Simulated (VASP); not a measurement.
Here is a VASP 6.6.1 calculation.

INCAR

```
SYSTEM = PbS
ALGO = Normal ; EDIFF = 1E-7
ENCUT = 520 ; GGA = PE
ISIF = 2 ; ISMEAR = 0
LASPH = .TRUE. ; LCHARG = .FALSE.
LREAL = .FALSE. ; LWAVE = .FALSE.
NBANDS = 17 ; NELM = 80
PREC = Accurate ; SIGMA = 0.02
```

File KPOINTS:

```
k-points
0
G
  12 12 12
  0 0 0
```

Contents of POSCAR:

```
PbS
1.0
   -2.1028668401      2.1028668401      2.9756316656
    2.1028668401     -2.1028668401      2.9756316656
    2.1028668401      2.1028668401     -2.9756316656
Pb S
1 1
Direct
    0.2499965899      0.2499965899      0.0000000000
    0.7500034101      0.7500034101      0.0000000000
```

Potentials or basis: VASP PAW PBE potentials, release 64 (Pb_d, S).

Command:

```bash
$ cat potpaw_PBE.64/Pb_d/POTCAR potpaw_PBE.64/S/POTCAR > POTCAR
$ mpirun -np 1 vasp_std > vasp.out
```

(1) What does it give for the band gap on the k mesh?

(2) Predict the pressure.

Answers

(1) 0.40 eV, direct.

(2) 1.6 GPa.

Caveat: spin-orbit coupling is left out, which moves the levels of the heavy elements.
